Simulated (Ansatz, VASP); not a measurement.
**HfN in VASP and in Ansatz**

File INCAR:

```
SYSTEM = HfN
PREC = Accurate
ENCUT = 520
EDIFF = 1E-6
ISMEAR = -1
SIGMA = 0.1
LREAL = .False.
LASPH = .True.
NELM = 80
ALGO = Normal
ISIF = 2
LWAVE = .False.
LCHARG = .False.
GGA = PS
NBANDS = 14
```

Contents of KPOINTS:

```
Automatic mesh
0
Gamma
  15 15 15
  0 0 0
```

File POSCAR:

```
HfN
1.0
    0.0000000000      2.1237475879      2.1237475879
    2.1237475879      0.0000000000      2.1237475879
    2.1237475879      2.1237475879      0.0000000000
Hf N
1 1
Direct
    0.0000000000      0.0000000000      0.0000000000
    0.5000000000      0.5000000000      0.5000000000
```

Input for Ansatz:

```yaml
crystal:
  lattice:
    - [0.0, 2.1237475879, 2.1237475879]
    - [2.1237475879, 0.0, 2.1237475879]
    - [2.1237475879, 2.1237475879, 0.0]
  atoms:
    - { symbol: Hf, position: [0.0, 0.0, 0.0] }
    - { symbol: "N", position: [0.5, 0.5, 0.5] }
kpoints:
  mp_grid: { grid: [15, 15, 15] }
scf:
  occupations: { method: fermi_dirac, width: 0.1 }
hamiltonian:
  xc: pbesol
  pseudopotentials: { kind: paw }
output:
  forces: true
  stress: true
  eigenvalues: true
  populations: true
```

Change from the starting cell: volume scaled by 0.84, PAW files.

Alike in both runs: task single point; functional PBEsol; k mesh 15 × 15 × 15; occupations fermi-dirac, width 0.1 eV; no spin polarisation.

```csv
,VASP,Ansatz
version,VASP 6.6.1,Ansatz 0.2.0
potentials or method,"VASP PAW PBE potentials, release 64 (Hf_pv, N)","PAW with Ansatz's default frozen-core files, scalar-relativistic"
plane-wave cutoff (eV),520,420
valence electrons in the cell,15,31
```

Ansatz gave:

```
pressure (GPa) : 71.6
```

**Question.** What did VASP give for the same quantities?

**Answer.** Pressure (GPa): 69.8.

VASP's potentials were made for PBE, not for PBEsol. Both programs put the cell under a high pressure, so it lies far from rest at this level. With one functional, cell and mesh, what is left measures potentials, basis and numerics. VASP's potentials hold 15 valence electrons a cell and Ansatz's 31, so a difference there can come from the potentials and not from the codes.

Neither program's run includes spin-orbit coupling. Noted on VASP's run: the cell as given lies far from equilibrium.
